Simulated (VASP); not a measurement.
Set up this calculation in VASP 6.6.1, as the native input.

```
Task                   : single point
Functional             : PBE
Potentials or basis    : VASP PAW PBE potentials, release 64 (Al, Ga_d, As)
Cutoff                 : 520 eV
k mesh                 : 6 × 6 × 6
Occupations            : gaussian, width 0.1 eV
Spin                   : no spin polarisation
Dipole correction      : no
Further INCAR settings : ALGO = Normal; EDIFF = 1e-07; NBANDS = 26
```

The structure of Al2GaAs3 lies in POSCAR:

```
Al2GaAs3
1.0
   -1.9268134300      1.9268134300      8.1747770700
    1.9268134300     -1.9268134300      8.1747770700
    1.9268134300      1.9268134300     -8.1747770700
Al Ga As
2 1 3
Direct
    0.6666666700      0.6666666700      0.0000000000
    0.3333333300      0.3333333300      0.0000000000
    0.0000000000      0.0000000000      0.0000000000
    0.4166666700      0.9166666700      0.5000000000
    0.0833333300      0.5833333300      0.5000000000
    0.7500000000      0.2500000000      0.5000000000
```

The input as run:

INCAR

```
SYSTEM = Al2GaAs3
PREC = Accurate
ENCUT = 520
EDIFF = 1E-7
ISMEAR = 0
SIGMA = 0.1
LREAL = .False.
LASPH = .True.
NELM = 100
ALGO = Normal
ISIF = 2
LWAVE = .False.
LCHARG = .False.
GGA = PE
NBANDS = 26
```

KPOINTS

```
regular mesh
0
Gamma
  6 6 6
  0 0 0
```

Potentials or basis: VASP PAW PBE potentials, release 64 (Al, Ga_d, As).

The run is started by

```sh
$ cat potpaw_PBE.64/Al/POTCAR potpaw_PBE.64/Ga_d/POTCAR potpaw_PBE.64/As/POTCAR > POTCAR
$ mpirun -np 1 vasp_std > vasp.out
```

Results of the run:

```yaml
Pressure: 14.2 GPa
Largest_force: 0.098 eV/Å
Band_gap_on_the_k_mesh: 1.19 eV (least direct gap 1.50 eV)
```

Caveat: the cell stands under pressure.

Wall time 10 min on 1 thread of Intel Xeon 8259CL (shared host), peak memory 0.62 GiB.
